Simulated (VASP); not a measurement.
## AlAs4: single point with PBE

AlAs4:

```
Al As
1.0
     6.21019    0.00000    0.00000
     0.00000    6.21019    0.00000
     0.00000    0.00000    5.45526
Al As
2 8
Direct
  0.00000 0.00000 0.00000
  0.50000 0.50000 0.50000
  0.64268 0.85711 0.25145
  0.35732 0.14289 0.25145
  0.85711 0.35732 0.74855
  0.14289 0.64268 0.74855
  0.85732 0.35711 0.24855
  0.14268 0.64289 0.24855
  0.64289 0.85732 0.75145
  0.35711 0.14268 0.75145
```

The cell was generated, and may not be a known phase.

```json
{
  "Program": "VASP 6.6.1",
  "Task": "single point",
  "Functional": "PBE",
  "Potentials or basis": "VASP PAW PBE potentials, release 64 (Al, As)",
  "Cutoff": "520 eV",
  "k mesh": "6 × 6 × 6",
  "Occupations": "gaussian, width 0.1 eV",
  "Spin": "no spin polarisation"
}
```

The pressure is 0.2 GPa, the largest force is 0.029 eV/Å and the band gap on the k mesh is zero (bands 23 and 24 overlap by 1.48 eV).

Forces on the atoms (eV/Å):
```
Al   0.000  0.000  0.000
Al   0.000  0.000  0.000
As   0.021 -0.020  0.000
As  -0.021  0.020  0.000
As  -0.020 -0.021  0.000
As   0.020  0.021  0.000
As  -0.021 -0.020  0.000
As   0.021  0.020  0.000
As   0.020 -0.021  0.000
As  -0.020  0.021  0.000
```

Levels at points of the mesh, in eV from the Fermi level:
```
           k point  band 19  band 20  band 21  band 22  band 23  band 24  band 25  band 26  band 27  band 28
(0.00, 0.00, 0.00)    -2.19    -1.80    -1.43    -1.43     0.09     0.45     1.89     1.89     3.09     3.28
(0.50, 0.00, 0.00)    -1.55    -1.55    -0.57    -0.57    -0.36    -0.36     1.26     1.26     1.60     1.60
(0.50, 0.50, 0.00)    -1.57    -1.57    -1.49    -1.49     0.17     0.17     0.42     0.42     2.14     2.14
(0.00, 0.00, 0.50)    -1.88    -1.88    -0.57    -0.57     0.48     0.48     0.48     0.48     1.52     1.52
(0.50, 0.00, 0.50)    -1.04    -1.04    -0.54    -0.54    -0.45    -0.45     0.59     0.59     0.71     0.71
(0.50, 0.50, 0.50)    -1.91    -1.91    -0.79    -0.79    -0.79    -0.79    -0.10    -0.10     0.31     0.31
```

It took 2.5 min on 1 thread of AMD EPYC 9R45 96-Core Processor (Zen 5) (shared host), peak memory 0.38 GiB.
